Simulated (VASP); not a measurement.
Write the native input for VASP 6.6.1 that does the following.

```
Task                   : single point
Functional             : PBE
Potentials or basis    : VASP PAW PBE potentials, release 64 (Pd)
Cutoff                 : 520 eV
k mesh                 : 17 × 17 × 9
Occupations            : fermi-dirac, width 0.1 eV
Spin                   : no spin polarisation
Dipole correction      : no
Further INCAR settings : ALGO = Normal; EDIFF = 1e-06; NBANDS = 17
```

The structure of Pd lies in POSCAR:

```
Pd
1.0
    2.7022903697      0.0000000000      0.0000000000
   -1.3511451848      2.3402521086      0.0000000000
    0.0000000000      0.0000000000      4.4891600389
Pd
2
Direct
    0.3333333333      0.6666666667      0.2500000000
    0.6666666667      0.3333333333      0.7500000000
```

This cell differs from its parent crystal: volume scaled by 0.92.

The input as run:

INCAR

```
SYSTEM = Pd
PREC     = Accurate       ! precision mode
ENCUT    = 520            ! plane-wave cutoff, eV
EDIFF    = 1E-6           ! SCF threshold, eV
ISMEAR   = -1             ! smearing method
SIGMA    = 0.1            ! smearing width, eV
LREAL    = .FALSE.        ! projectors in reciprocal space
LASPH    = .TRUE.         ! aspherical terms in the spheres
NELM     = 80             ! most SCF steps
ALGO     = Normal         ! electronic algorithm
ISIF     = 2              ! what is computed and relaxed
LWAVE    = .FALSE.        ! write WAVECAR
LCHARG   = .FALSE.        ! write CHGCAR
GGA      = PE             ! functional
NBANDS   = 17             ! bands
```

KPOINTS

```
regular mesh
0
G
  17 17 9
  0 0 0
```

Potentials or basis: VASP PAW PBE potentials, release 64 (Pd).

Launch:

```sh
$ cat potpaw_PBE.64/Pd/POTCAR > POTCAR
$ mpirun -np 1 vasp_std > vasp.out
```

Results of the run:

The pressure is 16.8 GPa. The band gap on the k mesh is zero (band 10 reaches 10.66 eV, above the bottom of band 11 at 9.79 eV).

It took 39 s on 1 thread of Intel Xeon 6975P-C, on a shared host, peak memory 0.19 GiB.
